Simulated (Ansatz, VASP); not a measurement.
**Two plane-wave programs on BAs**

POSCAR

```
BAs
1.0
    0.0000000000      2.3919171969      2.3919171969
    2.3919171969      0.0000000000      2.3919171969
    2.3919171969      2.3919171969      0.0000000000
B As
1 1
Direct
    0.0000000000      0.0000000000      0.0000000000
    0.7500000000      0.7500000000      0.7500000000
```

Contents of INCAR.step1:

```
PREC = Accurate ; ENCUT = 520
ISMEAR = 0 ; SIGMA = 0.05
LREAL = F ; LASPH = T
NELM = 80 ; NBANDS = 11
GGA = PE ; ALGO = Normal
EDIFF = 1E-4 ; LWAVE = T
LCHARG = F
```

INCAR.step2

```
PREC = Accurate ; ENCUT = 520
EDIFF = 1E-7 ; ISMEAR = 0
SIGMA = 0.05 ; LREAL = F
LASPH = T ; NELM = 80
ALGO = Normal ; ISIF = 2
LWAVE = F ; LCHARG = T
METAGGA = R2SCAN ; LMIXTAU = T
LELF = T ; LVHAR = T
NBANDS = 11 ; ISTART = 1
```

KPOINTS

```
Automatic mesh
0
Gamma
  12 12 12
```

Input for Ansatz:

```yaml
crystal:
  lattice:
    - [0.0, 2.3919171969, 2.3919171969]
    - [2.3919171969, 0.0, 2.3919171969]
    - [2.3919171969, 2.3919171969, 0.0]
  atoms:
    - { symbol: B, position: [0.0, 0.0, 0.0] }
    - { symbol: As, position: [0.75, 0.75, 0.75] }
basis:
  ecutwfc: 500
kpoints:
  mp_grid: { grid: [12, 12, 12] }
hamiltonian:
  xc: r2scan
scf:
  occupations: { method: gaussian, width: 0.05 }
output:
  forces: true
  stress: true
  eigenvalues: true
```

Alike in both runs: task single point; functional r2SCAN; k mesh 12 × 12 × 12; occupations gaussian, width 0.05 eV; no spin polarisation.

```csv
,VASP,Ansatz
version,VASP 6.6.1,Ansatz 0.2.0
potentials or method,"VASP PAW PBE potentials, release 64 (B, As), cutoff 520 eV","scalar-relativistic, plane waves, PAW"
valence electrons in the cell,8,18
```

Ansatz gave:

```
gap on the k mesh at the Fermi level (eV) : 1.38
least direct gap on the mesh (eV)         : 3.44
pressure (GPa)                            : 0.0
```

Estimate VASP's values.

gap on the k mesh at the Fermi level (eV): 1.38; least direct gap on the mesh (eV): 3.44; pressure (GPa): 0.2.

VASP's potentials were made for PBE, not for r2SCAN. VASP's potentials hold 8 valence electrons a cell and Ansatz's 18, so a difference there can come from the potentials and not from the codes.
